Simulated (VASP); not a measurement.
A run of VASP 6.6.1:

Contents of INCAR:

```
SYSTEM = Ge7H2
PREC     = Accurate       ! precision mode
ENCUT    = 520            ! plane-wave cutoff, eV
EDIFF    = 1E-6           ! SCF threshold, eV
ISMEAR   = 0              ! smearing method
SIGMA    = 0.05           ! smearing width, eV
LREAL    = Auto         
LASPH    = .True.         ! aspherical terms in the spheres
NELM     = 80             ! most SCF steps
ALGO     = Normal         ! electronic algorithm
ISIF     = 2              ! what is computed and relaxed
LWAVE    = .False.        ! write WAVECAR
LCHARG   = .False.        ! write CHGCAR
LDIPOL   = .True.       
IDIPOL   = 3            
DIPOL    = 0.5 0.5 0.354
GGA      = CA             ! functional
NBANDS   = 115            ! bands
```

KPOINTS

```
Automatic mesh
0
Gamma
  6 3 1
  0 0 0
```

POSCAR

```
Ge7H2
1.0
    3.9752292141      0.0000000000      0.0000000000
    0.0000000000      7.9504584281      0.0000000000
    0.0000000000      0.0000000000     22.1891745247
Ge H
14 4
Direct
    0.0000000000      0.2500000000      0.2211186323
    0.0000000000      0.7500000000      0.2211186323
    0.0000000000      0.5000000000      0.2844583372
    0.0000000000      0.0000000000      0.2844583372
    0.5000000000      0.5000000000      0.3477980422
    0.5000000000      0.0000000000      0.3477980422
    0.5000000000      0.7539938041      0.4094324512
    0.5000000000      0.2471657409      0.4049066270
    0.0000000000      0.7590912146      0.4708904323
    0.0000000000      0.2448630678      0.4626977886
    0.0000000000      0.0030377203      0.5374638031
    0.0000000000      0.4961384379      0.5225974994
    0.5000000000      0.1559397516      0.5598278916
    0.5000000000      0.4509930856      0.5797925820
   -0.3085651772      0.2500000000      0.1796750369
    0.3085651772      0.2500000000      0.1796750369
    0.3079205199      0.7500000000      0.1794214520
   -0.3079205199      0.7500000000      0.1794214520
```

Potentials or basis: VASP PAW LDA potentials, release 64 (Ge_d, H).

The run is started by

```bash
$ cat potpaw_LDA.64/Ge_d/POTCAR potpaw_LDA.64/H/POTCAR > POTCAR
$ mpirun -np 1 vasp_std > vasp.out
```

Hardware: 1 thread of Intel Xeon 8259CL (shared host).

**Question.** Estimate the wall time of this run.

**Answer.** Wall time 42 min on 1 thread of Intel Xeon 8259CL, on a shared host, peak memory 0.69 GiB. Counts: scf iterations 27, k points 8.
